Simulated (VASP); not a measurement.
Write the native input for VASP 6.6.1 that does the following.

```yaml
Task: single point
Functional: PBEsol
Potentials_or_basis: VASP PAW PBE potentials, release 64 (Be)
Cutoff: 520 eV
k_mesh: 25 × 25 × 13
Occupations: fermi-dirac, width 0.05 eV
Spin: no spin polarisation
Dipole_correction: no
Further_INCAR_settings: ALGO = Normal; EDIFF = 1e-07; NBANDS = 9
```

The structure of Be lies in POSCAR:

```
Be
1.0
    1.7615210597      0.0000000000      0.0000000000
   -0.8807605298      1.5255219870      0.0000000000
    0.0000000000      0.0000000000      2.8450613186
Be
2
Direct
    0.3333333333      0.6666666667      0.2500000000
    0.6666666667      0.3333333333      0.7500000000
```

The input as run:

INCAR

```
PREC     = Accurate       # precision mode
ENCUT    = 520            # plane-wave cutoff, eV
EDIFF    = 1E-7           # SCF threshold, eV
ISMEAR   = -1             # smearing method
SIGMA    = 0.05           # smearing width, eV
LREAL    = F              # projectors in reciprocal space
LASPH    = T              # aspherical terms in the spheres
NELM     = 80             # most SCF steps
ALGO     = Normal         # electronic algorithm
ISIF     = 2              # what is computed and relaxed
LWAVE    = F              # write WAVECAR
LCHARG   = T              # write CHGCAR
GGA      = PS             # functional
LELF     = T              # ELF
LVHAR    = T            
NBANDS   = 9              # bands
```

KPOINTS

```
Automatic mesh
0
Gamma
  25 25 13
```

Potentials or basis: VASP PAW PBE potentials, release 64 (Be).

Run with:

```bash
$ cat potpaw_PBE.64/Be/POTCAR > POTCAR
$ mpirun -np 1 vasp_std > vasp.out
```

Results of the run:

```
Pressure               : 293.0 GPa
Band gap on the k mesh : zero (bands 2 and 3 overlap by 2.50 eV)
```

Caveat: the cell stands under pressure; the PAW data sets were made with another functional, which shifts forces and pressure a little.

Wall time 18 s on 1 thread of Intel(R) Xeon(R) Platinum 8559C (Emerald Rapids), with other jobs on the host, peak memory 0.13 GiB.
